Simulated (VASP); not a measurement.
# Sb (Cmmm) in VASP: notebook, part 2 of 2

VASP 6.6.1.

## 4. Single point, PBE

This run uses another cell than the first one, of 30.49 Å³/atom, 1.014 times its volume.

INCAR

```
SYSTEM = Sb
  PREC = Accurate
  ENCUT = 520
  EDIFF = 1E-6
  ISMEAR = 0
  SIGMA = 0.1
  LREAL = .FALSE.
  LASPH = .TRUE.
  NELM = 60
  ALGO = Normal
  ISIF = 2
  LWAVE = .FALSE.
  LCHARG = .FALSE.
  GGA = PE
  NBANDS = 8
```

KPOINTS

```
Automatic mesh
0
G
  6 6 6
  0 0 0
```

POSCAR

```
Sb
1.0
    2.1948726221     -2.2188579010      0.0000000000
    2.1948726221      2.2188579010      0.0000000000
    0.0000000000      0.0000000000      3.1299156273
Sb
1
Direct
    0.0000000000      0.0000000000      0.5000000000
```

Potentials or basis: VASP PAW PBE potentials, release 64 (Sb).

Command:

```console
$ cat potpaw_PBE.64/Sb/POTCAR > POTCAR
$ mpirun -np 1 vasp_std > vasp.out
```

OUTCAR:

```text
SYSTEM = Sb
   PREC = Accurate
   ENCUT = 520
   EDIFF = 1E-6
   ISMEAR = 0
   LREAL = .FALSE.
   LASPH = .TRUE.
   NELM = 60
   ISIF = 2
   GGA = PE

 ion  position               nearest neighbor table
   1  0.000  0.000  0.500-

  LATTYP: Found a base centered orthorhombic cell.
 ALAT       =     4.3897452442
 B/A-ratio  =     1.0109278683
 C/A-ratio  =     0.7130062118

  Lattice vectors:

 A1 = (   2.1948726221,  -2.2188579010,   0.0000000000)
 A2 = (   2.1948726221,   2.2188579010,   0.0000000000)
 A3 = (   0.0000000000,   0.0000000000,   3.1299156273)

Analysis of symmetry for initial positions (statically):
=====================================================================
 Subroutine PRICEL returns:
 Original cell was already a primitive cell.

 Routine SETGRP: Setting up the symmetry group for a
 base centered orthorhombic supercell.

 Subroutine GETGRP returns: Found  8 space group operations
 (whereof  8 operations were pure point group operations)
 out of a pool of  8 trial point group operations.

The static configuration has the point symmetry D_2h.

Analysis of symmetry for dynamics (positions and initial velocities):
=====================================================================
 Subroutine PRICEL returns:
 Original cell was already a primitive cell.

 Routine SETGRP: Setting up the symmetry group for a
 base centered orthorhombic supercell.

 Subroutine GETGRP returns: Found  8 space group operations
 (whereof  8 operations were pure point group operations)
 out of a pool of  8 trial point group operations.

The dynamic configuration has the point symmetry D_2h.

 Subroutine INISYM returns: Found  8 space group operations
 (whereof  8 operations are pure point group operations),
 and found     1 'primitive' translations

----------------------------------------------------------------------------------------

                                     Primitive cell

  volume of cell :      30.4861

  direct lattice vectors                    reciprocal lattice vectors
     2.194872622 -2.218857901  0.000000000     0.227803652 -0.225341154  0.000000000
     2.194872622  2.218857901  0.000000000     0.227803652  0.225341154  0.000000000
     0.000000000  0.000000000  3.129915627     0.000000000  0.000000000  0.319497430

  length of vectors
     3.121024866  3.121024866  3.129915627     0.320426497  0.320426497  0.319497430

  position of ions in fractional coordinates (direct lattice)
     0.000000000  0.000000000  0.500000000

  ion indices of the primitive-cell ions
   primitive index   ion index
                 1           1

----------------------------------------------------------------------------------------

 KPOINTS: Automatic mesh

Automatic generation of k-mesh.
 Grid dimensions read from file:
 generate k-points for:    6    6    6

 Generating k-lattice:

  Cartesian coordinates                     Fractional coordinates (reciprocal lattice)
     0.037967275 -0.037556859  0.000000000     0.166666667  0.000000000  0.000000000
     0.037967275  0.037556859  0.000000000     0.000000000  0.166666667  0.000000000
     0.000000000  0.000000000  0.053249572     0.000000000  0.000000000  0.166666667

  Length of vectors
     0.053404416  0.053404416  0.053249572

  Shift w.r.t. Gamma in fractional coordinates (k-lattice)
     0.000000000  0.000000000  0.000000000

 Subroutine IBZKPT returns following result:
 ===========================================

 Found     52 irreducible k-points:

 Following reciprocal coordinates:
            Coordinates               Weight
  0.000000  0.000000  0.000000      1.000000
  0.166667 -0.000000  0.000000      4.000000
  0.333333  0.000000  0.000000      4.000000
  0.500000 -0.000000  0.000000      2.000000
  0.166667  0.166667  0.000000      2.000000
  0.333333  0.166667  0.000000      4.000000
[... 16 lines left out ...]
  0.333333  0.333333  0.166667      4.000000
  0.500000  0.333333  0.166667      8.000000
 [... further k-points ...]
   k-points           NKPTS =     52   k-points in BZ     NKDIM =     52   number of bands    NBANDS=      8
   number of dos      NEDOS =    301   number of ions     NIONS =      1
   total plane-waves  NPLWV =  13824
   dimension x,y,z NGX =    24 NGY =   24 NGZ =   24
   dimension x,y,z NGXF=    48 NGYF=   48 NGZF=   48
   ions per type =               1
   NGX,Y,Z   is equivalent  to a cutoff of  12.78, 12.78, 12.75 a.u.
   NGXF,Y,Z  is equivalent  to a cutoff of  25.57, 25.57, 25.50 a.u.
 SYSTEM =  Sb
   PREC   = accura    normal or accurate (medium, high low for compatibility)
   ISTART =      0    job   : 0-new  1-cont  2-samecut
   ICHARG =      2    charge: 1-file 2-atom 10-const
   ISPIN  =      1    spin polarized calculation?
   LNONCOLLINEAR =      F non collinear calculations
   LSORBIT =      F    spin-orbit coupling
   LASPH  =      T    aspherical Exc in radial PAW
   ENCUT  =  520.0 eV  38.22 Ry    6.18 a.u.   5.80  5.80  5.82*2*pi/ulx,y,z
   NELM   =     60;   NELMIN=  2; NELMDL= -5     # of ELM steps
   EDIFF  = 0.1E-05   stopping-criterion for ELM
   LREAL  =      F    real-space projection
   EDIFFG = 0.1E-04   stopping-criterion for IOM
   NSW    =      0    number of steps for IOM
   IBRION =     -1    ionic relax: 0-MD 1-quasi-New 2-CG
   NFREE  =      0    steps in history (QN), initial steepest desc. (CG)
   ISIF   =      2    stress and relaxation
   ISYM   =      2    0-nonsym 1-usesym 2-fastsym
   POTIM  = 0.5000    time-step for ionic-motion
   TEBEG  =    0.0;   TEEND  =   0.0 temperature during run
   PSTRESS=    0.0 pullay stress
   NELECT =       5.0000    total number of electrons
   NUPDOWN=      -1.0000    fix difference up-down
   EMIN   =  10.00;   EMAX   =-10.00  energy-range for DOS
   EFERMI =   0.00;   METHOD = LEGACY
   ISMEAR =     0;   SIGMA  =   0.10  broadening in eV -4-tet -1-fermi 0-gaus
   EFERMI_NEDOS =   21; number of points for ismear=-14 and -15
   IALGO  =     38    algorithm
   IMIX   =      4    mixing-type and parameters
     AMIX     =   0.40;   BMIX     =  1.00
     AMIX_MAG =   1.60;   BMIX_MAG =  1.00
  volume/ion in A,a.u.               =      30.49       205.73
  Fermi-wavevector in a.u.,A,eV,Ry     =   0.896116  1.693414 10.925809  0.803024
  Thomas-Fermi vector in A             =   2.018534
   LORBIT       =      0    0 simple, 1 ext, 2 COOP (PROOUT), +10 PAW based schemes
   GGA     = PE    functional components
   LHFCALC =     F    Hartree Fock is set to
   AEXX    =    0.0000 exact exchange contribution
   IVDW    =     0    specifies the selected vdW correction
   LEPSILON=     F    determine dielectric tensor
   LRPA    =     F    only Hartree local field effects (RPA)
 non-spin polarized calculation
 Gauss-broadening in eV      SIGMA  =   0.10
  energy-cutoff  :      520.00
  volume of cell :       30.49
 maximum number of plane-waves:       840
   NGX = 11   NGY = 11   NGZ = 11

 number of electron       5.0000000 magnetization

 Free energy of the ion-electron system (eV)
  ---------------------------------------------------
  ext. energy  EPLUGINS =         0.00000000
  ---------------------------------------------------
  free energy    TOTEN  =        -4.11974129 eV

  energy without entropy =       -4.11403554  energy(sigma->0) =       -4.11688842

 E-fermi :   7.1092     XC(G=0):  -9.5238

 val. band max:        7.1075777193   @ k =  -0.3333   0.3333   0.5000
 cond. band min:       7.1286951600   @ k =   0.1667  -0.0000   0.1667
 fundamental gap:      0.0211174407
 Fermi energy:         7.1092375327

 k-point     1 :       0.0000    0.0000    0.0000
  band No.  band energies     occupation
      1      -5.3440      2.00000
      2      10.0353      0.00000
      3      10.0901      0.00000
      4      10.1396      0.00000
      5      13.7538      0.00000
      6      13.7922      0.00000
      7      15.0077      0.00000
      8      24.3793      0.00000
[... 243 lines left out ...]
 k-point    24 :       0.5000    0.3333    0.1667
  band No.  band energies     occupation
      1      -1.0816      2.00000
      2       3.1176      2.00000
      3       5.7035      2.00000
      4      10.4431      0.00000
      5      10.9572      0.00000
      6      15.2824      0.00000
      7      17.5674      0.00000
      8      20.8401      0.00000

 [... further k-points ...]
[... 5 lines left out ...]
  --------------------------------------------------------------------------------------
  -------------------------------------------------------------------------------------
  Total        0.0375316     -0.0031994     -0.0103642      0.0000000      0.0000000      0.0000000
  in kB        1.9724497     -0.1681438     -0.5446827      0.0000000      0.0000000      0.0000000
  external PRESSURE =       0.4198744 kB  Pullay stress =       0.0000000 kB

 VOLUME and BASIS-vectors are now :
 -----------------------------------------------------------------------------
  energy-cutoff  :      520.00
  volume of cell :       30.49
      direct lattice vectors                 reciprocal lattice vectors
     2.194872622 -2.218857901  0.000000000     0.227803652 -0.225341154  0.000000000
     2.194872622  2.218857901  0.000000000     0.227803652  0.225341154  0.000000000
     0.000000000  0.000000000  3.129915627     0.000000000  0.000000000  0.319497430

 POSITION                                       TOTAL-FORCE (eV/Angst)
 -----------------------------------------------------------------------------------
      0.00000      0.00000      1.56496         0.000000     -0.000000      0.000000
 -----------------------------------------------------------------------------------
    total drift:                               -0.000000      0.000000     -0.000000

  FREE ENERGIE OF THE ION-ELECTRON SYSTEM (eV)
  ---------------------------------------------------
  free  energy   TOTEN  =        -4.1197412915 eV

  energy  without entropy=       -4.1140355417  energy(sigma->0) =       -4.11688842
```

stdout:

```text
POSCAR found type information on POSCAR Sb
 POSCAR found :  1 types and       1 ions
 scaLAPACK will be used
 LDA part: xc-table for (Slater+PW92), standard interpolation
 POSCAR, INCAR and KPOINTS ok, starting setup
 FFT: planning ... GRIDC
 FFT: planning ... GRID_SOFT
 FFT: planning ... GRID
 WAVECAR not read
 entering main loop
```

Wall time 3 s (1 thread of Intel Xeon 6975P-C (Granite Rapids), shared host); peak memory 0.14 GiB.

What came out:

```yaml
Free_energy: -4.1197 eV
Pressure: 0.0 GPa
```

Caveat: spin-orbit coupling is left out, which moves the levels of the heavy elements.

## 5. The runs side by side

| task | cell | k mesh | cutoff (eV) | gap on the mesh (eV) | pressure (GPa) |
| --- | --- | --- | --- | --- | --- |
| single point | a = 3.110 Å, angles 90.0, 90.0, 90.1°, 1 atom | 18 × 18 × 18 | 520 | none | 0.0 |
| relaxation of cell and atoms | relaxed from a = 3.121, b = 3.121, c = 3.130 Å, angles 90.0, 90.0, 90.6°, 1 atom | 18 × 18 × 18 | 600 | none | 0.0 |
| single point | a = 3.121, b = 3.121, c = 3.130 Å, angles 90.0, 90.0, 90.6°, 1 atom | 6 × 6 × 6 | 520 | none | 0.0 |

Alike in all rows: level PBE; potentials or basis VASP PAW PBE potentials, release 64 (Sb); no spin polarisation; smearing gaussian 0.1 eV.

Caveats: spin-orbit coupling is left out, which moves the levels of the heavy elements.

Absolute energies hang on the potentials; compare differences alone.
